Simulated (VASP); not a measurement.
# MgGa6N8 (a cell with a defect) in VASP: further runs, part 2 of 3

VASP 6.6.1. The steps go on from the part before.

### 3 Single point, PBE

Contents of INCAR:

```
  PREC = Accurate
  ENCUT = 520
  EDIFF = 1E-6
  ISMEAR = -1
  SIGMA = 0.02
  LREAL = Auto
  LASPH = T
  NELM = 100
  ALGO = Normal
  ISIF = 2
  LWAVE = F
  LCHARG = F
  GGA = PE
  NELECT = 122.0
  NBANDS = 73
```

Contents of KPOINTS:

```
regular mesh
0
Gamma
  2 2 2
```

Contents of POSCAR:

```
MgGa6N8
1.0
   -3.1800000000     -5.5079220000      0.0000000000
    4.7700000000     -2.7539610000      0.0000000000
    0.0000000000      0.0000000000      5.1660000000
Ga N Mg
6 8 1
Direct
    0.4676808092      0.3310786108     -0.0102481611
    0.5120653154      0.6632552836      0.4922963608
    0.2339900741      0.8233206364      0.0057270616
    0.2866427633      0.1633574397      0.5075588463
    0.0097491536      0.6734675699      0.5230584592
    0.7404848160      0.8347007788     -0.0095038715
    0.5189003643      0.3391759242      0.3570464576
    0.4857872574      0.6595600584      0.8683519164
    0.2611985090      0.8368956517      0.3786786682
    0.2463821326      0.1430472079      0.8745507162
    0.0604535164      0.3537478370      0.4182849400
   -0.0131367568      0.6636532732      0.8920046458
    0.7629165269      0.8024737014      0.3635205188
    0.7160996986      0.1567203442      0.8765338753
   -0.1671262488      0.3074202367      0.1925149051
```

Potentials or basis: VASP PAW PBE potentials, release 64 (Ga_d, N, Mg).

Command:

```sh
$ cat potpaw_PBE.64/Ga_d/POTCAR potpaw_PBE.64/N/POTCAR potpaw_PBE.64/Mg/POTCAR > POTCAR
$ mpirun -np 1 vasp_std > vasp.out
```

OUTCAR:

```text
PREC = Accurate
   ENCUT = 520
   EDIFF = 1E-6
   ISMEAR = -1
   LREAL = Auto
   LASPH = T
   NELM = 100
   ISIF = 2
   GGA = PE
   NELECT = 122.0

 ion  position               nearest neighbor table
   1  0.468  0.331  0.990-  10 1.85   8 1.92   7 1.93  14 1.94  15 2.55   4 2.90
   2  0.512  0.663  0.492-  13 1.89   7 1.92   8 1.95   9 1.95  15 3.23
   3  0.234  0.823  0.006-  10 1.89  12 1.89   9 1.94   8 1.97
   4  0.287  0.163  0.508-  11 1.84  10 1.92   9 1.92   7 1.93   1 2.90
   5  0.010  0.673  0.523-  11 1.87  13 1.91  12 1.91   9 1.98  15 2.87
   6  0.740  0.835  0.990-  14 1.88  12 1.90  13 1.94   8 1.99  15 2.87  15 3.14
   7  0.519  0.339  0.357-   2 1.92   1 1.93   4 1.93  15 2.18
   8  0.486  0.660  0.868-   1 1.92   2 1.95   3 1.97   6 1.99
   9  0.261  0.837  0.379-   4 1.92   3 1.94   2 1.95   5 1.98
  10  0.246  0.143  0.875-   1 1.85   3 1.89   4 1.92
  11  0.060  0.354  0.418-   4 1.84   5 1.87  15 1.88
  12  0.987  0.664  0.892-   3 1.89   6 1.90   5 1.91  15 2.69
  13  0.763  0.802  0.364-   2 1.89   5 1.91   6 1.94
  14  0.716  0.157  0.877-   6 1.88   1 1.94  15 1.98
  15  0.833  0.307  0.193-  11 1.88  14 1.98   7 2.18   1 2.55  12 2.69   6 2.87   5 2.87   6 3.14
                             2 3.23

  LATTYP: Found a simple orthorhombic cell.
 ALAT       =     5.1660000000
 B/A-ratio  =     1.0661869292
 C/A-ratio  =     1.2311266694

  Lattice vectors:

 A1 = (   0.0000000000,   0.0000000000,  -5.1660000000)
 A2 = (   4.7700000000,  -2.7539610000,   0.0000000000)
 A3 = (  -3.1800000000,  -5.5079220000,   0.0000000000)

Analysis of symmetry for initial positions (statically):
=====================================================================
 Subroutine PRICEL returns:
 Original cell was already a primitive cell.

 Routine SETGRP: Setting up the symmetry group for a
 simple orthorhombic supercell.

 Subroutine GETGRP returns: Found  1 space group operations
 (whereof  1 operations were pure point group operations)
 out of a pool of  8 trial point group operations.

The static configuration has the point symmetry C_1 .

Analysis of symmetry for dynamics (positions and initial velocities):
=====================================================================
 Subroutine PRICEL returns:
 Original cell was already a primitive cell.

 Routine SETGRP: Setting up the symmetry group for a
 simple orthorhombic supercell.

 Subroutine GETGRP returns: Found  1 space group operations
 (whereof  1 operations were pure point group operations)
 out of a pool of  8 trial point group operations.

The dynamic configuration has the point symmetry C_1 .

 Subroutine INISYM returns: Found  1 space group operations
 (whereof  1 operations are pure point group operations),
 and found     1 'primitive' translations

----------------------------------------------------------------------------------------

                                     Primitive cell

  volume of cell :     180.9670

  direct lattice vectors                    reciprocal lattice vectors
    -3.180000000 -5.507922000  0.000000000    -0.078616352 -0.136167506  0.000000000
[... 76 lines left out ...]
  0.500000  0.500000  0.500000      1.000000
   k-points           NKPTS =      8   k-points in BZ     NKDIM =      8   number of bands    NBANDS=     73
   number of dos      NEDOS =    301   number of ions     NIONS =     15
   total plane-waves  NPLWV =  80640
   dimension x,y,z NGX =    48 NGY =   42 NGZ =   40
   dimension x,y,z NGXF=    96 NGYF=   84 NGZF=   80
   ions per type =               6   8   1
   NGX,Y,Z   is equivalent  to a cutoff of  12.55, 12.68, 12.87 a.u.
   NGXF,Y,Z  is equivalent  to a cutoff of  25.09, 25.35, 25.74 a.u.
 SYSTEM =  unknown system
   PREC   = accura    normal or accurate (medium, high low for compatibility)
   ISTART =      0    job   : 0-new  1-cont  2-samecut
   ICHARG =      2    charge: 1-file 2-atom 10-const
   ISPIN  =      1    spin polarized calculation?
   LNONCOLLINEAR =      F non collinear calculations
   LSORBIT =      F    spin-orbit coupling
   LASPH  =      T    aspherical Exc in radial PAW
   ENCUT  =  520.0 eV  38.22 Ry    6.18 a.u.  11.83 10.24  9.61*2*pi/ulx,y,z
   NELM   =    100;   NELMIN=  2; NELMDL= -5     # of ELM steps
   EDIFF  = 0.1E-05   stopping-criterion for ELM
   LREAL  =      T    real-space projection
   EDIFFG = 0.1E-04   stopping-criterion for IOM
   NSW    =      0    number of steps for IOM
[... 5 lines left out ...]
   TEBEG  =    0.0;   TEEND  =   0.0 temperature during run
   PSTRESS=    0.0 pullay stress
   NELECT =     122.0000    total number of electrons
   NUPDOWN=      -1.0000    fix difference up-down
   EMIN   =  10.00;   EMAX   =-10.00  energy-range for DOS
   EFERMI =   0.00;   METHOD = LEGACY
   ISMEAR =    -1;   SIGMA  =   0.02  broadening in eV -4-tet -1-fermi 0-gaus
   EFERMI_NEDOS =   21; number of points for ismear=-14 and -15
   IALGO  =     38    algorithm
   IMIX   =      4    mixing-type and parameters
     AMIX     =   0.40;   BMIX     =  1.00
     AMIX_MAG =   1.60;   BMIX_MAG =  1.00
  volume/ion in A,a.u.               =      12.06        81.42
  Fermi-wavevector in a.u.,A,eV,Ry     =   1.435473  2.712651 28.035928  2.060583
  Thomas-Fermi vector in A             =   2.554768
   LORBIT       =      0    0 simple, 1 ext, 2 COOP (PROOUT), +10 PAW based schemes
   GGA     = PE    functional components
   LHFCALC =     F    Hartree Fock is set to
   AEXX    =    0.0000 exact exchange contribution
   IVDW    =     0    specifies the selected vdW correction
   LEPSILON=     F    determine dielectric tensor
   LRPA    =     F    only Hartree local field effects (RPA)
 non-spin polarized calculation
  energy-cutoff  :      520.00
  volume of cell :      180.97
 maximum number of plane-waves:      4901
 NGX is ok and might be reduce to    48
   NGX = 23   NGY = 21   NGZ = 19

 number of electron     122.0000005 magnetization

 Free energy of the ion-electron system (eV)
  ---------------------------------------------------
  ext. energy  EPLUGINS =         0.00000000
  ---------------------------------------------------
  free energy    TOTEN  =       -74.24312345 eV

  energy without entropy =      -74.23002313  energy(sigma->0) =      -74.23657329

 E-fermi :   4.3672     XC(G=0): -11.1434

 val. band max:        4.3644989322   @ k =  -0.0000   0.5000   0.5000
 cond. band min:       4.4199782506   @ k =   0.0000   0.0000   0.0000
 fundamental gap:      0.0554793184
 Fermi energy:         4.3672317898

 k-point     1 :       0.0000    0.0000    0.0000
  band No.  band energies     occupation
      1     -11.9035      2.00000
      2     -11.2630      2.00000
      3     -11.0681      2.00000
      4     -10.8996      2.00000
      5     -10.8092      2.00000
      6     -10.6731      2.00000
[... 597 lines left out ...]
     72      11.9777      0.00000
     73      12.1297      0.00000

------------------------ aborting loop because EDIFF is reached ----------------------------------------

  FORCE on cell =-STRESS in cart. coord.  units (eV):
  Direction    XX          YY          ZZ          XY          YZ          ZX
  --------------------------------------------------------------------------------------
  -------------------------------------------------------------------------------------
  Total       30.9162585     28.1370858     29.6301250     -0.5584678     -7.2834752      0.0032079
  in kB      273.7147576    249.1095624    262.3280722     -4.9443526    -64.4836969      0.0284007
  external PRESSURE =     261.7174641 kB  Pullay stress =       0.0000000 kB

 VOLUME and BASIS-vectors are now :
 -----------------------------------------------------------------------------
  energy-cutoff  :      520.00
  volume of cell :      180.97
      direct lattice vectors                 reciprocal lattice vectors
    -3.180000000 -5.507922000  0.000000000    -0.078616352 -0.136167506  0.000000000
     4.770000000 -2.753961000  0.000000000     0.157232704 -0.090778337  0.000000000
     0.000000000  0.000000000  5.166000000     0.000000000  0.000000000  0.193573364

 POSITION                                       TOTAL-FORCE (eV/Angst)
 -----------------------------------------------------------------------------------
      0.09202     -3.48773      5.11306        -0.004076      0.015749     -0.012763
      1.53536     -4.64700      2.54320        -0.008566     -0.010153     -0.004805
      3.18315     -3.55619      0.02959         0.009315      0.004154      0.000619
     -0.13231     -2.02869      2.62205         0.025276      0.016258     -0.005802
      3.18144     -1.90840      2.70212        -0.008453      0.011985     -0.002078
      1.62678     -6.37727      5.11690         0.007418     -0.020828     -0.000231
     -0.03223     -3.79214      1.84450        -0.005803     -0.003454      0.002745
      1.60130     -4.49208      4.48591        -0.004254      0.006268     -0.003808
      3.16138     -3.74344      1.95625         0.005764     -0.005587      0.003473
     -0.10116     -1.75100      4.51793         0.000019     -0.011194      0.009552
      1.49514     -1.30718      2.16086        -0.028455     -0.033573      0.023033
      0.02740     -7.26324      4.60810         0.004221      0.002147      0.010044
      1.40173     -6.41207      1.87795        -0.005381      0.002192     -0.000447
     -1.52964     -4.37582      4.52817        -0.005358     -0.002840     -0.005825
     -1.18214     -5.43403      0.99453         0.018333      0.028877     -0.013704
 -----------------------------------------------------------------------------------
    total drift:                                0.002210     -0.001953     -0.000080

  FREE ENERGIE OF THE ION-ELECTRON SYSTEM (eV)
  ---------------------------------------------------
  free  energy   TOTEN  =       -74.2431234452 eV

  energy  without entropy=      -74.2300231253  energy(sigma->0) =      -74.23657329
```

Run time: 5 min. Hardware: 1 thread of Intel Xeon 8259CL, shared host; peak memory 0.3 GiB.

What came out:

- Free energy: -74.2431 eV
- Largest force: 0.050 eV/Å

Forces on the atoms (eV/Å):
```
Ga  -0.004  0.016 -0.013
Ga  -0.009 -0.010 -0.005
Ga   0.009  0.004  0.001
Ga   0.025  0.016 -0.006
Ga  -0.008  0.012 -0.002
Ga   0.007 -0.021  0.000
N   -0.006 -0.003  0.003
N   -0.004  0.006 -0.004
N    0.006 -0.006  0.003
N    0.000 -0.011  0.010
N   -0.028 -0.034  0.023
N    0.004  0.002  0.010
N   -0.005  0.002  0.000
N   -0.005 -0.003 -0.006
Mg   0.018  0.029 -0.014
```

Levels at points of the mesh, in eV from the Fermi level:
| k point | band 58 | band 59 | band 60 | band 61 | band 62 | band 63 | band 64 | band 65 |
| --- | --- | --- | --- | --- | --- | --- | --- | --- |
| (0.00, 0.00, 0.00) | -0.47 | -0.27 | 0.05 | 0.19 | 0.26 | 2.31 | 4.43 | 5.53 |
| (0.50, 0.00, 0.00) | -0.78 | -0.44 | -0.35 | -0.08 | 0.10 | 4.05 | 4.65 | 5.29 |
| (0.00, 0.50, 0.00) | -0.64 | -0.34 | -0.31 | -0.13 | 0.15 | 4.05 | 4.84 | 5.19 |
| (0.50, 0.50, 0.00) | -0.99 | -0.43 | -0.29 | -0.21 | -0.01 | 5.03 | 5.20 | 5.62 |
| (0.00, 0.00, 0.50) | -0.39 | -0.31 | -0.29 | -0.02 | 0.14 | 4.21 | 4.33 | 4.96 |
| (0.50, 0.00, 0.50) | -0.90 | -0.72 | -0.62 | -0.14 | 0.05 | 5.29 | 5.41 | 5.48 |
| (0.00, 0.50, 0.50) | -0.99 | -0.78 | -0.33 | -0.21 | 0.00 | 4.37 | 4.75 | 5.01 |
| (0.50, 0.50, 0.50) | -1.47 | -0.60 | -0.47 | -0.29 | -0.11 | 5.14 | 5.39 | 5.41 |

Caveat: the k points lie up to 0.61 Å⁻¹ apart; the cell carries a net charge on a neutralising background, which shifts energy and pressure; the cell is charged against a uniform background, so pressure and absolute levels hang on convention.

### 4 Single point, PBE

Contents of INCAR:

```
PREC = Accurate
ENCUT = 520
EDIFF = 1E-6
ISMEAR = -1
SIGMA = 0.02
LREAL = Auto
LASPH = T
NELM = 80
ALGO = Normal
ISIF = 2
LWAVE = F
LCHARG = F
GGA = PE
NELECT = 122.0
NBANDS = 73
```

Contents of KPOINTS:

```
Automatic mesh
0
Gamma
  2 2 2
```

Contents of POSCAR:

```
MgGa6N8
1.0
   -3.1800000000     -5.5079220000      0.0000000000
    4.7700000000     -2.7539610000      0.0000000000
    0.0000000000      0.0000000000      5.1660000000
Ga N Mg
6 8 1
Direct
    0.4747356109      0.3344612668     -0.0060720093
    0.5111168280      0.6696889965      0.4924456059
    0.2349271734      0.8256258724      0.0064970964
    0.2783791860      0.1690808829      0.5086267906
    0.0063588399      0.6749235033      0.5160305846
    0.7409373309      0.8242676546     -0.0122280294
    0.5110472885      0.3451034334      0.3649976771
    0.4857472351      0.6607392469      0.8689005033
    0.2592428120      0.8411654386      0.3792793264
    0.2528510797      0.1456963173      0.8757349981
    0.0510928981      0.3571816386      0.4115720093
   -0.0093714071      0.6720941144      0.8840096787
    0.7603834651      0.8253784945      0.3667493225
    0.7213533486      0.1566986684      0.8915545877
   -0.1974098973      0.2213663578      0.2721517615
```

Command:

```sh
$ cat potpaw_PBE.64/Ga_d/POTCAR potpaw_PBE.64/N/POTCAR potpaw_PBE.64/Mg/POTCAR > POTCAR
$ mpirun -np 1 vasp_std > vasp.out
```

It took 5.1 min on 1 thread of Intel Xeon 8259CL, shared host; peak memory 0.31 GiB.

It converged, with:

```
Free energy   : -74.9086 eV
Largest force : 1.400 eV/Å
```

Forces on the atoms (eV/Å):
```
Ga  -0.012 -0.140 -0.029
Ga   0.068 -0.080 -0.068
Ga   0.029 -0.061 -0.064
Ga   0.143  0.030 -0.054
Ga   0.022  0.003 -0.150
Ga  -0.126 -0.002 -0.110
N    0.117  0.012  0.026
N    0.006 -0.046 -0.053
N    0.059 -0.051 -0.068
N   -0.015 -0.148 -0.052
N    0.102  0.033 -0.136
N    0.073 -0.145 -0.160
N    0.272 -0.158 -0.026
N   -0.036 -0.119  0.101
Mg  -0.701  0.870  0.844
```

Levels at points of the mesh, in eV from the Fermi level:
| k point | band 58 | band 59 | band 60 | band 61 | band 62 | band 63 | band 64 | band 65 |
| --- | --- | --- | --- | --- | --- | --- | --- | --- |
| (0.00, 0.00, 0.00) | -0.54 | -0.26 | 0.07 | 0.22 | 0.28 | 2.40 | 4.43 | 5.71 |
| (0.50, 0.00, 0.00) | -0.67 | -0.53 | -0.36 | -0.11 | 0.17 | 4.11 | 4.74 | 5.50 |
| (0.00, 0.50, 0.00) | -0.59 | -0.51 | -0.28 | -0.06 | 0.16 | 4.08 | 5.01 | 5.34 |
| (0.50, 0.50, 0.00) | -0.92 | -0.57 | -0.31 | -0.12 | -0.03 | 5.11 | 5.32 | 5.74 |
| (0.00, 0.00, 0.50) | -0.48 | -0.44 | -0.18 | -0.03 | 0.15 | 4.26 | 4.31 | 5.11 |
| (0.50, 0.00, 0.50) | -0.95 | -0.83 | -0.52 | -0.22 | 0.17 | 5.33 | 5.51 | 5.65 |
| (0.00, 0.50, 0.50) | -1.01 | -0.70 | -0.47 | -0.13 | 0.00 | 4.46 | 4.78 | 5.04 |
| (0.50, 0.50, 0.50) | -1.35 | -0.78 | -0.46 | -0.29 | -0.05 | 5.22 | 5.44 | 5.58 |

Caveat: the k points lie up to 0.61 Å⁻¹ apart; the cell carries a net charge on a neutralising background, which shifts energy and pressure; the cell is charged against a uniform background, so pressure and absolute levels hang on convention.

(Continued in part 3 of 3.)
